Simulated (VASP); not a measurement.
Input of a VASP 6.6.1 run:

The input INCAR:

```
SYSTEM = TaN
PREC = Accurate
ENCUT = 520
EDIFF = 1E-7
ISMEAR = 0
SIGMA = 0.1
LREAL = .False.
LASPH = .True.
NELM = 60
ALGO = Normal
ISIF = 2
LWAVE = .False.
LCHARG = .True.
GGA = PE
LELF = .True.
LVHAR = .True.
NBANDS = 15
ISYM = 0
```

KPOINTS

```
regular mesh
0
Gamma
  12 12 13
  0 0 0
```

POSCAR

```
TaN
1.0
    2.8977716015      0.0000000000      0.0000000000
    0.0000000000      2.9501846798      0.0000000000
    0.0000000000     -1.4750923399      2.5549348785
Ta N
1 1
Direct
    0.5000000000      0.6666666667      0.3333333333
    0.0000000000      0.0000000000      0.0000000000
```

Potentials or basis: VASP PAW PBE potentials, release 64 (Ta_pv, N).

Launch:

```console
$ cat potpaw_PBE.64/Ta_pv/POTCAR potpaw_PBE.64/N/POTCAR > POTCAR
$ mpirun -np 1 vasp_std > vasp.out
```

Q: Predict the pressure.

A: 0.7 GPa.

Q: Predict the band gap on the k mesh.

A: Zero (bands 8 and 9 overlap by 0.31 eV).

Stress tensor (GPa, compression positive):
```
0.79 0.00 0.00
0.00 0.59 0.02
0.00 0.02 0.60
```

Caveat: spin-orbit coupling is left out, which moves the levels of the heavy elements.
